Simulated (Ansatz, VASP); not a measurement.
## HfN in VASP and in Ansatz

```
CELL_PARAMETERS angstrom
0.00000 2.45482 2.45482
2.45482 0.00000 2.45482
2.45482 2.45482 0.00000
ATOMIC_POSITIONS crystal
Hf 0.00000 0.00000 0.00000
N 0.81110 0.68890 0.56669
```

Alike in both runs: task single point; functional PBEsol; k mesh 16 × 16 × 16; occupations gaussian, width 0.15 eV; no spin polarisation.

```csv
,VASP,Ansatz
version,VASP 6.6.1,Ansatz 0.2.0
potentials or method,"VASP PAW PBE potentials, release 64 (Hf_pv, N), cutoff 520 eV","scalar-relativistic, plane waves, PAW"
valence electrons in the cell,15,31
```

VASP gave:

| Property | Result |
| --- | --- |
| gap on the k mesh at the Fermi level (eV) | none |
| rms of the force components (eV/Å) | 8.122 |

Problem. Estimate Ansatz's values.

Solution. gap on the k mesh at the Fermi level (eV): none; rms of the force components (eV/Å): 7.858.

VASP's potentials were made for PBE, not for PBEsol. Atom by atom the forces differ by 0.267 eV/Å (rms over components). A gap of «none» marks a metal or a gap that the smearing closes. With one functional, cell and mesh, what is left measures potentials, basis and numerics. VASP's potentials hold 15 valence electrons a cell and Ansatz's 31, so a difference there can come from the potentials and not from the codes.

Spin-orbit coupling is off throughout.
